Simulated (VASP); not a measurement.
# HfC (Fm-3m) in VASP: a series of runs

HfC is run at these levels: RPBE+D3(BJ), PBEsol; tasks: single point.

All numbers are computed with VASP 6.6.1; they aren't measurements. Logs are shortened: lines on timing, memory, paths and dates and some standing lists are left out, and cuts for length are marked.

## Step 1: The cell of the first run

It takes space group Fm-3m (No. 225, cubic). Conventional cell: a = 4.741 Å, b = 4.741 Å, c = 4.741 Å, α = 90.00°, β = 90.00°, γ = 90.00°. Within 3.1 Å of Hf (site symmetry m-3m) lie 6 C at 2.37 Å. Within 3.1 Å of C (site symmetry m-3m) lie 6 Hf at 2.37 Å.

## Step 2: Single point, RPBE+D3(BJ), collinear spin, ferromagnetic start (volume scaled by 1.06)

INCAR reads:

```
SYSTEM = HfC
PREC = Accurate ; ENCUT = 520
EDIFF = 1E-7 ; ISMEAR = -1
SIGMA = 0.1 ; LREAL = .False.
LASPH = .True. ; NELM = 150
ALGO = Normal ; ISIF = 2
LWAVE = .False. ; LCHARG = .False.
ISPIN = 2 ; MAGMOM = 1 0
LORBIT = 11 ; NUPDOWN = 1.0
LMAXMIX = 4 ; GGA = RP
IVDW = 12 ; NBANDS = 18
```

KPOINTS reads:

```
Automatic mesh
0
Gamma
  10 10 10
  0 0 0
```

POSCAR reads:

```
HfC
1.0
    0.0000000000      2.3705998121      2.3705998121
    2.3705998121      0.0000000000      2.3705998121
    2.3705998121      2.3705998121      0.0000000000
Hf C
1 1
Direct
    0.5000000000      0.5000000000      0.5000000000
    0.0000000000      0.0000000000      0.0000000000
```

Potentials or basis: VASP PAW PBE potentials, release 64 (Hf_pv, C).

Run with:

```console
> cat potpaw_PBE.64/Hf_pv/POTCAR potpaw_PBE.64/C/POTCAR > POTCAR
> mpirun -np 1 vasp_std > vasp.out
```

OUTCAR:

```text
SYSTEM = HfC
   PREC = Accurate
   ENCUT = 520
   EDIFF = 1E-7
   ISMEAR = -1
   LREAL = .False.
   LASPH = .True.
   NELM = 150
   ISIF = 2
   ISPIN = 2
   LORBIT = 11
   NUPDOWN = 1.0
   GGA = RP
   IVDW = 12
 IVDW          = 12

 ion  position               nearest neighbor table
   1  0.500  0.500  0.500-   2 2.37   2 2.37   2 2.37   2 2.37   2 2.37   2 2.37
   2  0.000  0.000  0.000-   1 2.37   1 2.37   1 2.37   1 2.37   1 2.37   1 2.37

  LATTYP: Found a face centered cubic cell.
 ALAT       =     4.7411996242

  Lattice vectors:

 A1 = (   0.0000000000,   2.3705998121,   2.3705998121)
 A2 = (   2.3705998121,   0.0000000000,   2.3705998121)
 A3 = (   2.3705998121,   2.3705998121,   0.0000000000)

Analysis of symmetry for initial positions (statically):
=====================================================================
 Subroutine PRICEL returns:
 Original cell was already a primitive cell.

 Routine SETGRP: Setting up the symmetry group for a
 face centered cubic supercell.

 Subroutine GETGRP returns: Found 48 space group operations
 (whereof 48 operations were pure point group operations)
 out of a pool of 48 trial point group operations.

The static configuration has the point symmetry O_h .

Analysis of symmetry for dynamics (positions and initial velocities):
=====================================================================
 Subroutine PRICEL returns:
 Original cell was already a primitive cell.

 Routine SETGRP: Setting up the symmetry group for a
 face centered cubic supercell.

 Subroutine GETGRP returns: Found 48 space group operations
 (whereof 48 operations were pure point group operations)
 out of a pool of 48 trial point group operations.

The dynamic configuration has the point symmetry O_h .

Analysis of structural, dynamic, and magnetic symmetry:
=====================================================================
 Subroutine PRICEL returns:
 Original cell was already a primitive cell.

 Routine SETGRP: Setting up the symmetry group for a
 face centered cubic supercell.

 Subroutine GETGRP returns: Found 48 space group operations
 (whereof 48 operations were pure point group operations)
 out of a pool of 48 trial point group operations.

The overall configuration has the point symmetry O_h .

 Subroutine INISYM returns: Found 48 space group operations
 (whereof 48 operations are pure point group operations),
 and found     1 'primitive' translations

----------------------------------------------------------------------------------------

                                     Primitive cell

  volume of cell :      26.6443

  direct lattice vectors                    reciprocal lattice vectors
     0.000000000  2.370599812  2.370599812    -0.210917084  0.210917084  0.210917084
     2.370599812  0.000000000  2.370599812     0.210917084 -0.210917084  0.210917084
     2.370599812  2.370599812  0.000000000     0.210917084  0.210917084 -0.210917084

  length of vectors
     3.352534405  3.352534405  3.352534405     0.365319106  0.365319106  0.365319106

  position of ions in fractional coordinates (direct lattice)
     0.500000000  0.500000000  0.500000000
     0.000000000  0.000000000  0.000000000

  ion indices of the primitive-cell ions
   primitive index   ion index
                 1           1
                 2           2

----------------------------------------------------------------------------------------

 KPOINTS: Automatic mesh

Automatic generation of k-mesh.
 Grid dimensions read from file:
 generate k-points for:   10   10   10

 Generating k-lattice:

  Cartesian coordinates                     Fractional coordinates (reciprocal lattice)
    -0.021091708  0.021091708  0.021091708     0.100000000  0.000000000  0.000000000
     0.021091708 -0.021091708  0.021091708     0.000000000  0.100000000  0.000000000
     0.021091708  0.021091708 -0.021091708     0.000000000  0.000000000  0.100000000

  Length of vectors
     0.036531911  0.036531911  0.036531911

  Shift w.r.t. Gamma in fractional coordinates (k-lattice)
     0.000000000  0.000000000  0.000000000

 Subroutine IBZKPT returns following result:
 ===========================================

 Found     47 irreducible k-points:

 Following reciprocal coordinates:
            Coordinates               Weight
  0.000000  0.000000  0.000000      1.000000
  0.100000  0.000000  0.000000      8.000000
  0.200000  0.000000  0.000000      8.000000
  0.300000  0.000000  0.000000      8.000000
  0.400000  0.000000  0.000000      8.000000
  0.500000  0.000000  0.000000      4.000000
[... 16 lines left out ...]
  0.300000  0.300000  0.000000      6.000000
  0.400000  0.300000  0.000000     24.000000
 [... further k-points ...]
   k-points           NKPTS =     47   k-points in BZ     NKDIM =     47   number of bands    NBANDS=     18
   number of dos      NEDOS =    301   number of ions     NIONS =      2
   total plane-waves  NPLWV =  21952
   dimension x,y,z NGX =    28 NGY =   28 NGZ =   28
   dimension x,y,z NGXF=    56 NGYF=   56 NGZF=   56
   ions per type =               1   1
   NGX,Y,Z   is equivalent  to a cutoff of  13.88, 13.88, 13.88 a.u.
   NGXF,Y,Z  is equivalent  to a cutoff of  27.77, 27.77, 27.77 a.u.
 SYSTEM =  HfC
   PREC   = accura    normal or accurate (medium, high low for compatibility)
   ISTART =      0    job   : 0-new  1-cont  2-samecut
   ICHARG =      2    charge: 1-file 2-atom 10-const
   ISPIN  =      2    spin polarized calculation?
   LNONCOLLINEAR =      F non collinear calculations
   LSORBIT =      F    spin-orbit coupling
   LASPH  =      T    aspherical Exc in radial PAW
   ENCUT  =  520.0 eV  38.22 Ry    6.18 a.u.   6.23  6.23  6.23*2*pi/ulx,y,z
   NELM   =    150;   NELMIN=  2; NELMDL= -5     # of ELM steps
   EDIFF  = 0.1E-06   stopping-criterion for ELM
   LREAL  =      F    real-space projection
   EDIFFG = 0.1E-05   stopping-criterion for IOM
   NSW    =      0    number of steps for IOM
   IBRION =     -1    ionic relax: 0-MD 1-quasi-New 2-CG
   NFREE  =      0    steps in history (QN), initial steepest desc. (CG)
   ISIF   =      2    stress and relaxation
   ISYM   =      2    0-nonsym 1-usesym 2-fastsym
   POTIM  = 0.5000    time-step for ionic-motion
   TEBEG  =    0.0;   TEEND  =   0.0 temperature during run
   PSTRESS=    0.0 pullay stress
   NELECT =      14.0000    total number of electrons
   NUPDOWN=       1.0000    fix difference up-down
   EMIN   =  10.00;   EMAX   =-10.00  energy-range for DOS
   EFERMI =   0.00;   METHOD = LEGACY
   ISMEAR =    -1;   SIGMA  =   0.10  broadening in eV -4-tet -1-fermi 0-gaus
   EFERMI_NEDOS =   21; number of points for ismear=-14 and -15
   IALGO  =     38    algorithm
   IMIX   =      4    mixing-type and parameters
     AMIX     =   0.40;   BMIX     =  1.00
     AMIX_MAG =   1.60;   BMIX_MAG =  1.00
  volume/ion in A,a.u.               =      13.32        89.90
  Fermi-wavevector in a.u.,A,eV,Ry     =   1.321040  2.496403 23.744158  1.745146
  Thomas-Fermi vector in A             =   2.450823
   LORBIT       =     11    0 simple, 1 ext, 2 COOP (PROOUT), +10 PAW based schemes
   GGA     = RP    functional components
   LHFCALC =     F    Hartree Fock is set to
   AEXX    =    0.0000 exact exchange contribution
   IVDW    =    12    specifies the selected vdW correction
   LEPSILON=     F    determine dielectric tensor
   LRPA    =     F    only Hartree local field effects (RPA)
 spin polarized calculation
  energy-cutoff  :      520.00
  volume of cell :       26.64
 maximum number of plane-waves:       728
 NGX is ok and might be reduce to    28
   NGX = 13   NGY = 13   NGZ = 13

 number of electron      14.0000000 magnetization       1.0000000

 Free energy of the ion-electron system (eV)
  ---------------------------------------------------
  ext. energy  EPLUGINS =         0.00000000
  ---------------------------------------------------
  free energy    TOTEN  =       -19.08934318 eV

  energy without entropy =      -19.05992117  energy(sigma->0) =      -19.07463217

 E-fermi :   4.2758     XC(G=0): -11.9328

 val. band max:        7.6216507007   @ k =  -0.4000   0.3000   0.0000
 cond. band min:       4.3367932616   @ k =   0.4000   0.2000   0.0000
 fundamental gap:     -3.2848574391
 Fermi energy:         7.6725518048

 spin component 1

 k-point     1 :       0.0000    0.0000    0.0000
  band No.  band energies     occupation
      1     -24.2205      1.00000
      2     -24.2205      1.00000
      3     -24.2205      1.00000
      4      -6.8468      1.00000
      5       6.0884      1.00000
      6       6.0884      1.00000
[... 10 lines left out ...]
     17      28.6163      0.00000
     18      28.6163      0.00000
[... 463 lines left out ...]
 k-point    24 :       0.4000    0.3000    0.0000
  band No.  band energies     occupation
      1     -24.6211      1.00000
      2     -24.3822      1.00000
      3     -24.3655      1.00000
      4      -4.9155      1.00000
      5       1.6520      1.00000
      6       3.6482      1.00000
[... 10 lines left out ...]
     17      21.4379      0.00000
     18      24.0056      0.00000

 [... further k-points ...]

 spin component 2

 k-point     1 :       0.0000    0.0000    0.0000
  band No.  band energies     occupation
      1     -24.0316      1.00000
      2     -24.0316      1.00000
      3     -24.0316      1.00000
      4      -6.2285      1.00000
      5       6.7583      0.00000
      6       6.7583      0.00000
[... 10 lines left out ...]
     17      29.0425      0.00000
     18      29.0425      0.00000
[... 463 lines left out ...]
 k-point    24 :       0.4000    0.3000    0.0000
  band No.  band energies     occupation
      1     -24.4183      1.00000
      2     -24.1880      1.00000
      3     -24.1719      1.00000
      4      -4.2876      1.00000
      5       2.2158      1.00000
      6       4.2015      0.67765
[... 10 lines left out ...]
     17      22.0175      0.00000
     18      24.4777      0.00000

 [... further k-points ...]

------------------------ aborting loop because EDIFF is reached ----------------------------------------

 Edisp (eV)   -4.30868

 E8    (eV) :    -3.0799

  FORCE on cell =-STRESS in cart. coord.  units (eV):
  Direction    XX          YY          ZZ          XY          YZ          ZX
  --------------------------------------------------------------------------------------
  -------------------------------------------------------------------------------------
  Total      -5.60464    -5.60464    -5.60464    -0.00000     0.00000    -0.00000
  in kB    -337.01851  -337.01851  -337.01851    -0.00000     0.00000    -0.00000
  external pressure =     -337.02 kB  Pullay stress =        0.00 kB

 VOLUME and BASIS-vectors are now :
 -----------------------------------------------------------------------------
  energy-cutoff  :      520.00
  volume of cell :       26.64
      direct lattice vectors                 reciprocal lattice vectors
     0.000000000  2.370599812  2.370599812    -0.210917084  0.210917084  0.210917084
     2.370599812  0.000000000  2.370599812     0.210917084 -0.210917084  0.210917084
     2.370599812  2.370599812  0.000000000     0.210917084  0.210917084 -0.210917084

 POSITION                                       TOTAL-FORCE (eV/Angst)
 -----------------------------------------------------------------------------------
      2.37060      2.37060      2.37060         0.000000     -0.000000      0.000000
      0.00000      0.00000      0.00000        -0.000000      0.000000     -0.000000
 -----------------------------------------------------------------------------------
    total drift:                                0.000000      0.000000      0.000000

  FREE ENERGIE OF THE ION-ELECTRON SYSTEM (eV)
  ---------------------------------------------------
  free  energy   TOTEN  =       -23.3980271109 eV

  energy  without entropy=      -23.3686050988  energy(sigma->0) =      -23.38331610

 total charge

# of ion       s       p       d       tot
------------------------------------------
    1        0.297   6.517   1.608   8.422
    2        0.884   1.456   0.000   2.340
--------------------------------------------------
tot          1.180   7.974   1.608  10.762

 magnetization (x)

# of ion       s       p       d       tot
------------------------------------------
    1        0.006   0.053   0.310   0.369
    2        0.011   0.251   0.000   0.262
--------------------------------------------------
tot          0.017   0.304   0.310   0.632
```

Wall time 22 s (1 thread of Intel Xeon 6975P-C (Granite Rapids), shared host); peak memory 0.2 GiB.

What came out:

- Free energy: -23.3980 eV
- Pressure: -33.7 GPa
- Net moment: 1.00 μB per cell
- Site moments: Hf +0.37; C +0.26 μB
- Valence electrons inside the program's atomic spheres: Hf 8.42; C 2.34
- Dispersion energy per atom: -2.154 eV

Caveat: three body term missing; the PAW data sets were made with another functional, which shifts forces and pressure a little; spin-orbit coupling is left out, which moves the levels of the heavy elements; the total moment is fixed, so each spin has its own Fermi level.

## Step 3: Single point, PBEsol (volume scaled by 0.94)

INCAR reads:

```
ALGO     = Normal         # electronic algorithm
EDIFF    = 1E-7           # SCF threshold, eV
ENCUT    = 520            # plane-wave cutoff, eV
GGA      = PS             # functional
ISIF     = 2              # what is computed and relaxed
ISMEAR   = -1             # smearing method
LASPH    = True           # aspherical terms in the spheres
LCHARG   = False          # write CHGCAR
LREAL    = False          # projectors in reciprocal space
LWAVE    = False          # write WAVECAR
NBANDS   = 14             # bands
NELM     = 100            # most SCF steps
PREC     = Accurate       # precision mode
SIGMA    = 0.05           # smearing width, eV
```

KPOINTS reads:

```
k-points
0
Gamma
  10 10 10
```

POSCAR reads:

```
HfC
1.0
    0.0000000000      2.2775377028      2.2775377028
    2.2775377028      0.0000000000      2.2775377028
    2.2775377028      2.2775377028      0.0000000000
Hf C
1 1
Direct
    0.5000000000      0.5000000000      0.5000000000
    0.0000000000      0.0000000000      0.0000000000
```

Potentials or basis: VASP PAW PBE potentials, release 64 (Hf_pv, C).

Run with:

```console
> cat potpaw_PBE.64/Hf_pv/POTCAR potpaw_PBE.64/C/POTCAR > POTCAR
> mpirun -np 1 vasp_std > vasp.out
```

Run time: 12 s. Hardware: 1 thread of AMD EPYC 7R13 (Zen 3), shared host; peak memory 0.12 GiB.

It converged, with:

```
Free energy            : -22.1724 eV
Pressure               : 8.9 GPa
Band gap on the k mesh : zero (band 7 reaches 7.35 eV, above the bottom of band 8 at 5.90 eV)
```

Levels at points of the mesh, in eV from the Fermi level:
```
           k point  band 4  band 5  band 6  band 7  band 8  band 9  band 10  band 11
(0.00, 0.00, 0.00)  -12.62    1.04    1.04    1.04    1.34    1.34     1.34     3.54
(0.50, 0.00, 0.00)   -8.43   -6.48   -3.23   -3.23    5.64    5.64     6.15     6.81
(0.50, 0.50, 0.00)  -10.67   -2.52   -2.07   -0.03   -0.03    5.65     7.21     7.21
```

Caveat: the PAW data sets were made with another functional, which shifts forces and pressure a little; spin-orbit coupling is left out, which moves the levels of the heavy elements.

## Step 4: Single point, PBEsol (volume scaled by 0.98)

INCAR reads:

```
PREC = Accurate ; ENCUT = 520
EDIFF = 1E-7 ; ISMEAR = -1
SIGMA = 0.05 ; LREAL = F
LASPH = T ; NELM = 80
ALGO = Normal ; ISIF = 2
LWAVE = F ; LCHARG = F
GGA = PS ; NBANDS = 14
```

KPOINTS reads:

```
regular mesh
0
Gamma
  10 10 10
```

POSCAR reads:

```
HfC
1.0
    0.0000000000      2.3093955030      2.3093955030
    2.3093955030      0.0000000000      2.3093955030
    2.3093955030      2.3093955030      0.0000000000
Hf C
1 1
Direct
    0.5000000000      0.5000000000      0.5000000000
    0.0000000000      0.0000000000      0.0000000000
```

Run with:

```console
> cat potpaw_PBE.64/Hf_pv/POTCAR potpaw_PBE.64/C/POTCAR > POTCAR
> mpirun -np 1 vasp_std > vasp.out
```

It took 12 s on 1 thread of AMD EPYC 7R13 (Zen 3), shared host; peak memory 0.12 GiB.

The run converged. Its results:

```yaml
Free_energy: -22.1926 eV
Pressure: -2.2 GPa
Band_gap_on_the_k_mesh: zero (band 7 reaches 7.00 eV, above the bottom of band 8 at 5.57 eV)
```

Levels at points of the mesh, in eV from the Fermi level:
```csv
k point,band 4,band 5,band 6,band 7,band 8,band 9,band 10,band 11
"(0.00, 0.00, 0.00)",-12.41,1.02,1.02,1.02,1.33,1.33,1.33,3.41
"(0.50, 0.00, 0.00)",-8.49,-6.29,-3.08,-3.08,5.39,5.39,5.87,6.60
"(0.50, 0.50, 0.00)",-10.47,-2.58,-1.92,-0.08,-0.08,5.39,6.86,6.86
```

Caveat: the PAW data sets were made with another functional, which shifts forces and pressure a little; spin-orbit coupling is left out, which moves the levels of the heavy elements.

## Step 5: Overview

| level | spin | fixed moment (μB) | cell | smearing | gap on the mesh (eV) | pressure (GPa) |
| --- | --- | --- | --- | --- | --- | --- |
| RPBE+D3(BJ) | collinear, ferromagnetic start | 1.0 | a = 3.353 Å, angles 60.0°, 2 atoms | fermi-dirac 0.1 eV | - | -33.7 |
| PBEsol | off | - | a = 3.221 Å, angles 60.0°, 2 atoms | fermi-dirac 0.05 eV | none | 8.9 |
| PBEsol | off | - | a = 3.266 Å, angles 60.0°, 2 atoms | fermi-dirac 0.05 eV | none | -2.2 |

Alike in all rows: task single point; potentials or basis VASP PAW PBE potentials, release 64 (Hf_pv, C); k mesh 10 × 10 × 10; cutoff (eV) 520.

Caveats: the PAW data sets were made with another functional, which shifts forces and pressure a little; spin-orbit coupling is left out, which moves the levels of the heavy elements; three body term missing (some runs); the total moment is fixed, so each spin has its own Fermi level (some runs).

Total energies depend on the potentials used, so only differences within one code and one set of settings carry meaning.
